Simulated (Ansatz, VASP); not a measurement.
**Two plane-wave programs on HgTe**

```
Hg Te
1.0
     0.00000    3.25623    3.15903
     3.25623    0.00000    3.15903
     3.25623    3.25623    0.00000
Hg Te
1 1
Direct
  0.00000 0.00000 0.00000
  0.75000 0.75000 0.75000
```

Change from the starting cell: z stretched by -2 % at fixed volume, PAW files.

Alike in both runs: task electric field gradients; functional PBE; k mesh 9 × 9 × 9; occupations fermi-dirac, width 0.05 eV; no spin polarisation.

|  | VASP | Ansatz |
| --- | --- | --- |
| version | VASP 6.6.1 | Ansatz 0.2.0 |
| potentials or method | VASP PAW PBE potentials, release 64 (Hg, Te) | PAW with Ansatz's default frozen-core files, scalar-relativistic |
| plane-wave cutoff (eV) | 520 | 420 |
| valence electrons in the cell | 18 | 36 |

```csv
,VASP,Ansatz,Ansatz less VASP
pressure (GPa),4.1,4.1,-0.08
"traceless stress, the component that is largest in VASP (GPa)",0.22,0.22,0.000
size of Vzz on the site where it differs most (V/Å²),19.6,17.1,-2.49
```

With one functional, cell and mesh, what is left measures potentials, basis and numerics. VASP's potentials hold 18 valence electrons a cell and Ansatz's 36, so a difference there can come from the potentials and not from the codes.

Spin-orbit coupling is off throughout.
